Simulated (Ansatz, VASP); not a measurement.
# One calculation of Al3GaSb4, two programs

File POSCAR:

```
Al3GaSb4
1.0
    6.2247750000      0.0000000000      0.0000000000
    0.0000000000      6.2247750000      0.0000000000
    0.0000000000      0.0000000000      6.2247750000
Al Ga Sb
3 1 4
Direct
    0.5000000000      0.0000000000      0.0000000000
    0.0000000000      0.0000000000      0.5000000000
    0.0000000000      0.5000000000      0.0000000000
    0.5000000000      0.5000000000      0.5000000000
    0.2499050000      0.7500950000      0.2499050000
    0.2499050000      0.2499050000      0.7500950000
    0.7500950000      0.7500950000      0.7500950000
    0.7500950000      0.2499050000      0.2499050000
```

File INCAR.step1:

```
SYSTEM = Al3GaSb4
PREC     = Accurate       ! precision mode
ENCUT    = 520            ! plane-wave cutoff, eV
ISMEAR   = 0              ! smearing method
SIGMA    = 0.02           ! smearing width, eV
LREAL    = .False.        ! projectors in reciprocal space
LASPH    = .True.         ! aspherical terms in the spheres
NELM     = 100            ! most SCF steps
NBANDS   = 31             ! bands
GGA      = PE             ! functional
ALGO     = Normal         ! electronic algorithm
EDIFF    = 1E-4           ! SCF threshold, eV
LWAVE    = .True.         ! write WAVECAR
LCHARG   = .False.        ! write CHGCAR
```

File INCAR.step2:

```
SYSTEM = Al3GaSb4
PREC     = Accurate       ! precision mode
ENCUT    = 520            ! plane-wave cutoff, eV
EDIFF    = 1E-7           ! SCF threshold, eV
ISMEAR   = 0              ! smearing method
SIGMA    = 0.02           ! smearing width, eV
LREAL    = .False.        ! projectors in reciprocal space
LASPH    = .True.         ! aspherical terms in the spheres
NELM     = 100            ! most SCF steps
ALGO     = Normal         ! electronic algorithm
ISIF     = 2              ! what is computed and relaxed
LWAVE    = .False.        ! write WAVECAR
LCHARG   = .True.         ! write CHGCAR
METAGGA  = R2SCAN         ! meta-GGA
LMIXTAU  = .True.       
LELF     = .True.         ! ELF
LVHAR    = .True.       
NBANDS   = 31             ! bands
ISTART   = 1
```

The input KPOINTS:

```
Automatic mesh
0
Gamma
  6 6 6
  0 0 0
```

Input for Ansatz:

```yaml
crystal:
  lattice:
    - [6.224775, 0.0, 0.0]
    - [0.0, 6.224775, 0.0]
    - [0.0, 0.0, 6.224775]
  atoms:
    - { symbol: Al, position: [0.5, 0.0, 0.0] }
    - { symbol: Al, position: [0.0, 0.0, 0.5] }
    - { symbol: Al, position: [0.0, 0.5, 0.0] }
    - { symbol: Ga, position: [0.5, 0.5, 0.5] }
    - { symbol: Sb, position: [0.249905, 0.750095, 0.249905] }
    - { symbol: Sb, position: [0.249905, 0.249905, 0.750095] }
    - { symbol: Sb, position: [0.750095, 0.750095, 0.750095] }
    - { symbol: Sb, position: [0.750095, 0.249905, 0.249905] }
basis:
  ecutwfc: 500
kpoints:
  mp_grid: { grid: [6, 6, 6] }
  band_path: { path: [VBM, CBM], npoints: 2 }
hamiltonian:
  xc: r2scan
scf:
  occupations: { method: gaussian, width: 0.02 }
output:
  forces: false
  stress: false
  eigenvalues: true
checkpoint:
  read: start.run
  write: ck
  compress: false
  write_wavefunctions: false
  write_every: 100000
```

Alike in both runs: task single point; functional r2SCAN; k mesh 6 × 6 × 6; occupations gaussian, width 0.02 eV; no spin polarisation.

|  | VASP | Ansatz |
| --- | --- | --- |
| version | VASP 6.6.1 | Ansatz 0.2.0 |
| potentials or method | VASP PAW PBE potentials, release 64 (Al, Ga_d, Sb), cutoff 520 eV | scalar-relativistic, plane waves, PAW |
| valence electrons in the cell | 42 | 82 |

```csv
,VASP,Ansatz,Ansatz less VASP
gap on the k mesh at the Fermi level (eV),0.68,0.69,+0.013
least direct gap on the mesh (eV),0.92,0.93,+0.013
```

VASP's potentials were made for PBE, not for r2SCAN. VASP's potentials hold 42 valence electrons a cell and Ansatz's 82, so a difference there can come from the potentials and not from the codes.

Neither program's run includes spin-orbit coupling.
